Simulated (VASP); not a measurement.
Here is a VASP 6.6.1 calculation.

INCAR

```
SYSTEM = TiO2
PREC = Accurate
ENCUT = 520
EDIFF = 1E-6
ISMEAR = -1
SIGMA = 0.17
LREAL = .FALSE.
LASPH = .TRUE.
NELM = 80
ALGO = Normal
ISIF = 2
LWAVE = .FALSE.
LCHARG = .TRUE.
GGA = PE
LELF = .TRUE.
LVHAR = .TRUE.
NBANDS = 60
```

Contents of KPOINTS:

```
regular mesh
0
G
  3 3 1
  0 0 0
```

Contents of POSCAR:

```
TiO2
1.0
    3.9063540000      0.0000000000      0.0000000000
    0.0000000000      3.9063540000      0.0000000000
    0.0000000000      0.0000000000      9.8217320000
Ti O
4 8
Direct
    0.0011263700      0.1307357193      0.0106193083
    0.0232697805      0.4679811405      0.2748700535
    0.5834084673      0.4934012637      0.5191854145
    0.4901757496      0.0203770575      0.7840368684
   -0.0401397313      0.0689389646      0.2192892252
    0.0324087371      0.5175414210      0.4828476281
   -0.0086269703      0.5900130915      0.0472523583
   -0.0439540298     -0.0130556524      0.8090324599
    0.4809599949      0.4991867097      0.7411523752
    0.4722818260      0.0092157546      0.9651861810
    0.5678440817     -0.0030975175      0.5620902708
    0.5213301201      0.4514951794      0.2955385058
```

Potentials or basis: VASP PAW PBE potentials, release 64 (Ti_sv, O).

Command:

```bash
$ cat potpaw_PBE.64/Ti_sv/POTCAR potpaw_PBE.64/O/POTCAR > POTCAR
$ mpirun -np 1 vasp_std > vasp.out
```

**Question.** What does it give for the largest force?

**Answer.** 3.786 eV/Å.

**Question.** Estimate the pressure.

**Answer.** -5.1 GPa.

Forces on the atoms (eV/Å):
```
Ti  -0.730 -1.169 -0.907
Ti   0.400  3.369  0.146
Ti  -1.610 -0.142  1.640
Ti  -0.258 -0.361 -3.728
O    0.826 -3.415 -1.412
O    0.678 -0.325 -1.316
O    0.222 -1.945  0.872
O    1.570  0.996  1.159
O    0.009 -0.176 -1.157
O   -0.114  1.441  3.056
O   -0.435  0.326 -0.315
O   -0.557  1.399  1.963
```

Caveat: the k points lie up to 0.64 Å⁻¹ apart; forces of over 1 eV/Å act on the atoms, so gaps and moduli don't describe the material at rest.
